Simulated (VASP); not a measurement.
Sn, 2 atoms in the cell. Symmetry: Fd-3m, No. 227, cubic system. The conventional cell has a = 6.656 Å, b = 6.656 Å, c = 6.656 Å, α = 90.00°, β = 90.00°, γ = 90.00°. Within 3.8 Å of Sn (site symmetry -43m) lie 4 Sn at 2.88 Å. This isn't the form of Sn at room conditions, which is tetragonal (white tin).

| Item | Value |
| --- | --- |
| Program | VASP 6.6.1 |
| Task | single point |
| Functional | PBE |
| Potentials or basis | VASP PAW PBE potentials, release 64 (Sn_d) |
| Cutoff | 520 eV |
| k mesh | 9 × 9 × 9 |
| Occupations | fermi-dirac, width 0.02 eV |
| Spin | no spin polarisation |
| Dipole correction | no |
| Further INCAR settings | ALGO = Normal; EDIFF = 1e-07; NBANDS = 21 |

Potentials or basis: VASP PAW PBE potentials, release 64 (Sn_d).

The run is started by

```bash
$ cat potpaw_PBE.64/Sn_d/POTCAR > POTCAR
$ mpirun -np 1 vasp_std > vasp.out
```

Hardware: 1 thread of Intel(R) Xeon(R) Platinum 8488C (Sapphire Rapids) (shared host).

Problem. Estimate the wall time of this run.

Solution. Run time: 33 s on 1 thread of Intel(R) Xeon(R) Platinum 8488C (Sapphire Rapids) (shared host), peak memory 0.21 GiB. Counts: scf iterations 12, k points 35.
